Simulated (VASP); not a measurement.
# AlN (gw) (F-43m) in VASP: a series of runs

Runs on AlN (gw). Level: PBEsol. Tasks: single point.

Program: VASP 6.6.1. These are calculated values, not measurements. Logs are shortened: lines on timing, memory, paths and dates and some standing lists are left out, and cuts for length are marked.

## (1) The cell of the first run

Symmetry: F-43m, No. 216, cubic system. The conventional cell has a = 4.377 Å, b = 4.377 Å, c = 4.377 Å, α = 90.00°, β = 90.00°, γ = 90.00°. Within 2.5 Å of Al (site symmetry -43m) lie 4 N at 1.90 Å. N (site symmetry -43m) has 4 Al at 1.90 Å within 2.5 Å.

## (2) Single point, PBEsol

Contents of INCAR:

```
ALGO = Normal
EDIFF = 1E-6
ENCUT = 600
GGA = PS
GGA_COMPAT = False
ISIF = 2
ISMEAR = 0
LASPH = True
LCHARG = False
LREAL = False
LWAVE = False
NBANDS = 11
NELM = 120
PREC = Accurate
SIGMA = 0.01
```

Contents of KPOINTS:

```
k-points
0
Gamma
  6 6 6
```

Contents of POSCAR:

```
AlN
1.0
    0.0000000000      2.1886899037      2.1886899037
    2.1886899037      0.0000000000      2.1886899037
    2.1886899037      2.1886899037      0.0000000000
Al N
1 1
Direct
    0.0000000000      0.0000000000      0.0000000000
    0.2500000000      0.2500000000      0.2500000000
```

Potentials or basis: VASP PAW PBE potentials, release 64 (Al, N).

The run is started by

```sh
cat potpaw_PBE.64/Al/POTCAR potpaw_PBE.64/N/POTCAR > POTCAR
mpirun -np 1 vasp_std > vasp.out
```

OUTCAR:

```text
EDIFF = 1E-6
   ENCUT = 600
   GGA = PS
   ISIF = 2
   ISMEAR = 0
   LASPH = True
   LREAL = False
   NELM = 120
   PREC = Accurate

 ion  position               nearest neighbor table
   1  0.000  0.000  0.000-   2 1.90   2 1.90   2 1.90   2 1.90
   2  0.250  0.250  0.250-   1 1.90   1 1.90   1 1.90   1 1.90

  LATTYP: Found a face centered cubic cell.
 ALAT       =     4.3773798074

  Lattice vectors:

 A1 = (   0.0000000000,   2.1886899037,   2.1886899037)
 A2 = (   2.1886899037,   0.0000000000,   2.1886899037)
 A3 = (   2.1886899037,   2.1886899037,   0.0000000000)

Analysis of symmetry for initial positions (statically):
=====================================================================
 Subroutine PRICEL returns:
 Original cell was already a primitive cell.

 Routine SETGRP: Setting up the symmetry group for a
 face centered cubic supercell.

 Subroutine GETGRP returns: Found 24 space group operations
 (whereof 24 operations were pure point group operations)
 out of a pool of 48 trial point group operations.

The static configuration has the point symmetry T_d .

Analysis of symmetry for dynamics (positions and initial velocities):
=====================================================================
 Subroutine PRICEL returns:
 Original cell was already a primitive cell.

 Routine SETGRP: Setting up the symmetry group for a
 face centered cubic supercell.

 Subroutine GETGRP returns: Found 24 space group operations
 (whereof 24 operations were pure point group operations)
 out of a pool of 48 trial point group operations.

The dynamic configuration has the point symmetry T_d .

 Subroutine INISYM returns: Found 24 space group operations
 (whereof 24 operations are pure point group operations),
 and found     1 'primitive' translations

----------------------------------------------------------------------------------------

                                     Primitive cell

  volume of cell :      20.9692

  direct lattice vectors                    reciprocal lattice vectors
     0.000000000  2.188689904  2.188689904    -0.228447163  0.228447163  0.228447163
     2.188689904  0.000000000  2.188689904     0.228447163 -0.228447163  0.228447163
     2.188689904  2.188689904  0.000000000     0.228447163  0.228447163 -0.228447163

  length of vectors
     3.095274946  3.095274946  3.095274946     0.395682094  0.395682094  0.395682094

  position of ions in fractional coordinates (direct lattice)
     0.000000000  0.000000000  0.000000000
     0.250000000  0.250000000  0.250000000

  ion indices of the primitive-cell ions
   primitive index   ion index
                 1           1
                 2           2

----------------------------------------------------------------------------------------

 KPOINTS: k-points

Automatic generation of k-mesh.
 Grid dimensions read from file:
 generate k-points for:    6    6    6

 Generating k-lattice:

  Cartesian coordinates                     Fractional coordinates (reciprocal lattice)
    -0.038074527  0.038074527  0.038074527     0.166666667  0.000000000  0.000000000
     0.038074527 -0.038074527  0.038074527     0.000000000  0.166666667  0.000000000
     0.038074527  0.038074527 -0.038074527     0.000000000  0.000000000  0.166666667

  Length of vectors
     0.065947016  0.065947016  0.065947016

  Shift w.r.t. Gamma in fractional coordinates (k-lattice)
     0.000000000  0.000000000  0.000000000

 Subroutine IBZKPT returns following result:
 ===========================================

 Found     16 irreducible k-points:

 Following reciprocal coordinates:
            Coordinates               Weight
  0.000000  0.000000  0.000000      1.000000
  0.166667  0.000000  0.000000      8.000000
  0.333333  0.000000  0.000000      8.000000
  0.500000  0.000000  0.000000      4.000000
  0.166667  0.166667  0.000000      6.000000
  0.333333  0.166667  0.000000     24.000000
[... 8 lines left out ...]
 -0.333333  0.333333  0.166667     24.000000
 -0.333333  0.500000  0.166667     12.000000
   k-points           NKPTS =     16   k-points in BZ     NKDIM =     16   number of bands    NBANDS=     11
   number of dos      NEDOS =    301   number of ions     NIONS =      2
   total plane-waves  NPLWV =  21952
   dimension x,y,z NGX =    28 NGY =   28 NGZ =   28
   dimension x,y,z NGXF=    56 NGYF=   56 NGZF=   56
   ions per type =               1   1
   NGX,Y,Z   is equivalent  to a cutoff of  15.04, 15.04, 15.04 a.u.
   NGXF,Y,Z  is equivalent  to a cutoff of  30.08, 30.08, 30.08 a.u.
 SYSTEM =  unknown system
   PREC   = accura    normal or accurate (medium, high low for compatibility)
   ISTART =      0    job   : 0-new  1-cont  2-samecut
   ICHARG =      2    charge: 1-file 2-atom 10-const
   ISPIN  =      1    spin polarized calculation?
   LNONCOLLINEAR =      F non collinear calculations
   LSORBIT =      F    spin-orbit coupling
   LASPH  =      T    aspherical Exc in radial PAW
   ENCUT  =  600.0 eV  44.10 Ry    6.64 a.u.   6.18  6.18  6.18*2*pi/ulx,y,z
   NELM   =    120;   NELMIN=  2; NELMDL= -5     # of ELM steps
   EDIFF  = 0.1E-05   stopping-criterion for ELM
   LREAL  =      F    real-space projection
   EDIFFG = 0.1E-04   stopping-criterion for IOM
   NSW    =      0    number of steps for IOM
   IBRION =     -1    ionic relax: 0-MD 1-quasi-New 2-CG
   NFREE  =      0    steps in history (QN), initial steepest desc. (CG)
   ISIF   =      2    stress and relaxation
   ISYM   =      2    0-nonsym 1-usesym 2-fastsym
   POTIM  = 0.5000    time-step for ionic-motion
   TEBEG  =    0.0;   TEEND  =   0.0 temperature during run
   PSTRESS=    0.0 pullay stress
   NELECT =       8.0000    total number of electrons
   NUPDOWN=      -1.0000    fix difference up-down
   EMIN   =  10.00;   EMAX   =-10.00  energy-range for DOS
   EFERMI =   0.00;   METHOD = LEGACY
   ISMEAR =     0;   SIGMA  =   0.01  broadening in eV -4-tet -1-fermi 0-gaus
   EFERMI_NEDOS =   21; number of points for ismear=-14 and -15
   IALGO  =     38    algorithm
   IMIX   =      4    mixing-type and parameters
     AMIX     =   0.40;   BMIX     =  1.00
     AMIX_MAG =   1.60;   BMIX_MAG =  1.00
  volume/ion in A,a.u.               =      10.48        70.75
  Fermi-wavevector in a.u.,A,eV,Ry     =   1.187346  2.243758 19.181362  1.409790
  Thomas-Fermi vector in A             =   2.323499
   LORBIT       =      0    0 simple, 1 ext, 2 COOP (PROOUT), +10 PAW based schemes
   GGA     = PS    functional components
   LHFCALC =     F    Hartree Fock is set to
   AEXX    =    0.0000 exact exchange contribution
   IVDW    =     0    specifies the selected vdW correction
   LEPSILON=     F    determine dielectric tensor
   LRPA    =     F    only Hartree local field effects (RPA)
 non-spin polarized calculation
 Gauss-broadening in eV      SIGMA  =   0.01
  energy-cutoff  :      600.00
  volume of cell :       20.97
 maximum number of plane-waves:       725
 NGX is ok and might be reduce to    28
   NGX = 13   NGY = 13   NGZ = 13

 number of electron       7.9999999 magnetization

 Free energy of the ion-electron system (eV)
  ---------------------------------------------------
  ext. energy  EPLUGINS =         0.00000000
  ---------------------------------------------------
  free energy    TOTEN  =       -15.61100958 eV

  energy without entropy =      -15.61100958  energy(sigma->0) =      -15.61100958

 E-fermi :   5.8659     XC(G=0): -11.1010

 val. band max:        5.8197253872   @ k =   0.0000   0.0000   0.0000
 cond. band min:       9.0013025079   @ k =   0.5000   0.5000   0.0000
 fundamental gap:      3.1815771207
 Fermi energy:         5.8658724149

 k-point     1 :       0.0000    0.0000    0.0000
  band No.  band energies     occupation
      1      -9.1024      2.00000
      2       5.8197      2.00000
      3       5.8197      2.00000
      4       5.8197      2.00000
      5       9.8948      0.00000
      6      18.2232      0.00000
      7      18.2232      0.00000
      8      18.2232      0.00000
      9      23.3535      0.00000
     10      23.3535      0.00000
     11      24.6932      0.00000

 k-point     2 :       0.1667    0.0000    0.0000
  band No.  band energies     occupation
      1      -8.7030      2.00000
      2       3.9521      2.00000
      3       5.6869      2.00000
      4       5.6869      2.00000
      5      11.3202      0.00000
      6      17.3092      0.00000
      7      18.3893      0.00000
      8      18.3893      0.00000
      9      21.5356      0.00000
     10      21.5356      0.00000
     11      23.2456      0.00000

 k-point     3 :       0.3333    0.0000    0.0000
  band No.  band energies     occupation
      1      -7.7099      2.00000
      2       1.2464      2.00000
      3       5.4472      2.00000
      4       5.4472      2.00000
      5      12.6906      0.00000
      6      16.0702      0.00000
      7      17.3969      0.00000
      8      17.3969      0.00000
      9      22.9229      0.00000
     10      23.1630      0.00000
     11      23.1630      0.00000

 k-point     4 :       0.5000    0.0000    0.0000
  band No.  band energies     occupation
      1      -7.0369      2.00000
      2      -0.0678      2.00000
      3       5.3383      2.00000
      4       5.3383      2.00000
      5      13.0463      0.00000
      6      15.5412      0.00000
      7      16.8128      0.00000
      8      16.8128      0.00000
      9      23.5608      0.00000
     10      25.6990      0.00000
     11      25.6990      0.00000
[... 127 lines left out ...]
 k-point    14 :       0.5000    0.3333    0.1667
  band No.  band energies     occupation
      1      -7.0026      2.00000
      2       1.4823      2.00000
      3       3.4864      2.00000
      4       4.5914      2.00000
      5      12.1223      0.00000
      6      16.0995      0.00000
      7      16.5683      0.00000
      8      19.1505      0.00000
      9      21.3879      0.00000
     10      25.5669      0.00000
     11      28.7020      0.00000

 k-point    15 :      -0.3333    0.3333    0.1667
  band No.  band energies     occupation
      1      -6.5349      2.00000
      2       1.1665      2.00000
      3       2.8671      2.00000
      4       4.1576      2.00000
      5      12.1839      0.00000
      6      15.7360      0.00000
      7      17.7164      0.00000
      8      18.7620      0.00000
      9      22.4671      0.00000
     10      24.2140      0.00000
     11      29.6135      0.00000

 k-point    16 :      -0.3333    0.5000    0.1667
  band No.  band energies     occupation
      1      -6.3536      2.00000
      2       1.4838      2.00000
      3       3.0211      2.00000
      4       3.2931      2.00000
      5      10.9457      0.00000
      6      15.9637      0.00000
      7      18.6383      0.00000
      8      18.6857      0.00000
      9      22.2029      0.00000
     10      25.8284      0.00000
     11      30.2016      0.00000

------------------------ aborting loop because EDIFF is reached ----------------------------------------

  FORCE on cell =-STRESS in cart. coord.  units (eV):
  Direction    XX          YY          ZZ          XY          YZ          ZX
  --------------------------------------------------------------------------------------
  -------------------------------------------------------------------------------------
  Total       -0.0186049     -0.0186049     -0.0186049     -0.0000000      0.0000000      0.0000000
  in kB       -1.4215291     -1.4215291     -1.4215291     -0.0000000      0.0000000      0.0000000
  external PRESSURE =      -1.4215291 kB  Pullay stress =       0.0000000 kB

 VOLUME and BASIS-vectors are now :
 -----------------------------------------------------------------------------
  energy-cutoff  :      600.00
  volume of cell :       20.97
      direct lattice vectors                 reciprocal lattice vectors
     0.000000000  2.188689904  2.188689904    -0.228447163  0.228447163  0.228447163
     2.188689904  0.000000000  2.188689904     0.228447163 -0.228447163  0.228447163
     2.188689904  2.188689904  0.000000000     0.228447163  0.228447163 -0.228447163

 POSITION                                       TOTAL-FORCE (eV/Angst)
 -----------------------------------------------------------------------------------
      0.00000      0.00000      0.00000        -0.000000     -0.000000     -0.000000
      1.09434      1.09434      1.09434         0.000000      0.000000      0.000000
 -----------------------------------------------------------------------------------
    total drift:                                0.000000      0.000000      0.000000

  FREE ENERGIE OF THE ION-ELECTRON SYSTEM (eV)
  ---------------------------------------------------
  free  energy   TOTEN  =       -15.6110095818 eV

  energy  without entropy=      -15.6110095818  energy(sigma->0) =      -15.61100958
```

Run time: 5.4 s. Hardware: 1 thread of Intel Xeon Platinum 8259CL at 2.50GHz (Skylake/Cascade Lake), shared host; peak memory 0.14 GiB.

Results:

| Property | Result |
| --- | --- |
| Free energy | -15.6110 eV |
| Pressure | -0.1 GPa |
| Band gap on the k mesh | 3.18 eV, indirect (least direct gap 4.08 eV) |

Caveat: the PAW data sets were made with another functional, which shifts forces and pressure a little.

## (3) Single point, PBEsol

Contents of INCAR:

```
SYSTEM = AlN
ALGO = Normal ; EDIFF = 1E-6
ENCUT = 600 ; GGA = PS
GGA_COMPAT = .False. ; ISIF = 2
ISMEAR = 0 ; LASPH = .True.
LCHARG = .False. ; LREAL = .False.
LWAVE = .False. ; NBANDS = 11
NELM = 120 ; PREC = Accurate
SIGMA = 0.01
```

Contents of KPOINTS:

```
k-points
0
Gamma
  6 6 6
  0 0 0
```

POSCAR is that of step 2.

Potentials or basis: VASP PAW PBE potentials, release 64 (Al, N).

The run is started by

```sh
cat potpaw_PBE.64/Al/POTCAR potpaw_PBE.64/N/POTCAR > POTCAR
mpirun -np 1 vasp_std > vasp.out
```

Run time: 5.8 s. Hardware: 1 thread of Intel Xeon Platinum 8259CL at 2.50GHz (Skylake/Cascade Lake), shared host; peak memory 0.15 GiB.

It converged, with:

* Free energy: -15.6110 eV
* Pressure: -0.1 GPa
* Band gap on the k mesh: 3.18 eV, indirect (least direct gap 4.08 eV)

Levels at points of the mesh, in eV from the valence-band top:
| k point | band 1 | band 2 | band 3 | band 4 | band 5 | band 6 | band 7 | band 8 | band 9 |
| --- | --- | --- | --- | --- | --- | --- | --- | --- | --- |
| (0.00, 0.00, 0.00) | -14.92 | 0.00 | 0.00 | 0.00 | 4.08 | 12.40 | 12.40 | 12.40 | 17.53 |
| (0.50, 0.00, 0.00) | -12.86 | -5.89 | -0.48 | -0.48 | 7.23 | 9.72 | 10.99 | 10.99 | 17.74 |
| (0.50, 0.50, 0.00) | -12.22 | -4.93 | -1.78 | -1.78 | 3.18 | 8.44 | 13.79 | 15.55 | 15.55 |

Caveat: the PAW data sets were made with another functional, which shifts forces and pressure a little.
